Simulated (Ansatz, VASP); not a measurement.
One calculation of Sn2As2Se, two programs

INCAR

```
PREC = Accurate
ENCUT = 600
EDIFF = 1E-7
ISMEAR = 0
SIGMA = 0.1
LREAL = F
LASPH = T
NELM = 100
ALGO = Fast
ISIF = 3
LWAVE = F
LCHARG = F
GGA = PE
IBRION = 2
NSW = 90
EDIFFG = -0.04
```

The input KPOINTS:

```
Automatic mesh
0
Gamma
  6 6 4
```

Contents of POSCAR:

```
Sn2As2Se
1.0
    4.2920008800      0.0000000000      0.0000000000
   -2.1460004400      3.7169817900      0.0000000000
    0.0000000000      0.0000000000      5.1909724300
Sn As Se
2 2 1
Direct
    0.3333333300      0.6666666700      0.5000000000
    0.6666666700      0.3333333300      0.5000000000
    0.3333333300      0.6666666700      0.0000000000
    0.6666666700      0.3333333300      0.0000000000
    0.0000000000      0.0000000000      0.5000000000
```

Input for Ansatz:

```yaml
crystal:
  lattice:
    - [4.29200088, 0.0, 0.0]
    - [-2.14600044, 3.71698179, 0.0]
    - [0.0, 0.0, 5.19097243]
  atoms:
    - { symbol: Sn, position: [0.33333333, 0.66666667, 0.5] }
    - { symbol: Sn, position: [0.66666667, 0.33333333, 0.5] }
    - { symbol: As, position: [0.33333333, 0.66666667, 0.0] }
    - { symbol: As, position: [0.66666667, 0.33333333, 0.0] }
    - { symbol: Se, position: [0.0, 0.0, 0.5] }
basis:
  ecutwfc: 420
kpoints:
  mp_grid: { grid: [6, 6, 4] }
hamiltonian:
  xc: pbe
scf:
  occupations: { method: gaussian, width: 0.1 }
  lower_state_search: "off"
output:
  forces: true
  stress: true
  eigenvalues: true
relax:
  adjacent_minimum: "off"
  f_tol: 0.04
  max_steps: 70
  cell: { stress_tol: 0.4 }
```

Alike in both runs: task relaxation of cell and atoms; functional PBE; k mesh 6 × 6 × 4; occupations gaussian, width 0.1 eV; no spin polarisation.

|  | VASP | Ansatz |
| --- | --- | --- |
| version | VASP 6.6.1 | Ansatz 0.2.0 |
| potentials or method | VASP PAW PBE potentials, release 64 (Sn_d, As, Se), cutoff 600 eV | scalar-relativistic, plane waves, PAW |
| valence electrons in the cell | 44 | 74 |

Ansatz gave:

| Quantity | Value |
| --- | --- |
| gap on the k mesh at the Fermi level, each at its own relaxed structure (eV) | none |
| relaxed volume (Å³/atom) | 27.02 |
| relaxed length of the cell vector where the two differ most in proportion (Å) | 5.170 |

Problem. Estimate VASP's values.

Solution. gap on the k mesh at the Fermi level, each at its own relaxed structure (eV): none; relaxed volume (Å³/atom): 27.11; relaxed length of the cell vector where the two differ most in proportion (Å): 5.177.

A gap of «none» marks a metal or a gap that the smearing closes. VASP's potentials hold 44 valence electrons a cell and Ansatz's 74, so a difference there can come from the potentials and not from the codes.

Noted on VASP's run: the volume moved by over 15 % at a fixed basis, so the end points are rough.
